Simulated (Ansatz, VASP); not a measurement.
**As: VASP beside Ansatz**

```
CELL_PARAMETERS angstrom
1.82500 -5.50000 0.00000
1.82500 5.50000 0.00000
0.00000 0.00000 4.47000
ATOMIC_POSITIONS crystal
As 0.39000 0.61000 0.56000
As 0.89000 0.11000 0.94000
As 0.61000 0.39000 0.44000
As 0.11000 0.89000 0.06000
```

Alike in both runs: functional PBEsol; k mesh 6 × 6 × 4; occupations fermi-dirac, width 0.05 eV; non-collinear spin, spin-orbit coupling.

```csv
,VASP,Ansatz
version,VASP 6.6.1,Ansatz 0.2.0
potentials or method,"VASP PAW PBE potentials, release 64 (As), cutoff 520 eV","all-electron LAPW, relativistic spinors"
task,single point,band structure
```

VASP gave:

* pressure (GPa): 0.1
* traceless stress, the component that is largest in VASP (GPa): 1.49
* rms of the force components (eV/Å): 0.049
* net moment per atom (μB): 0.00

Task: Estimate Ansatz's values.

Result: Pressure (GPa): -0.3; traceless stress, the component that is largest in VASP (GPa): 1.51; rms of the force components (eV/Å): 0.053; net moment per atom (μB): 0.00.

VASP's potentials were made for PBE, not for PBEsol. Atom by atom the forces differ by 0.046 eV/Å (rms over components). Ansatz ran all-electron here, and VASP with PAW potentials.
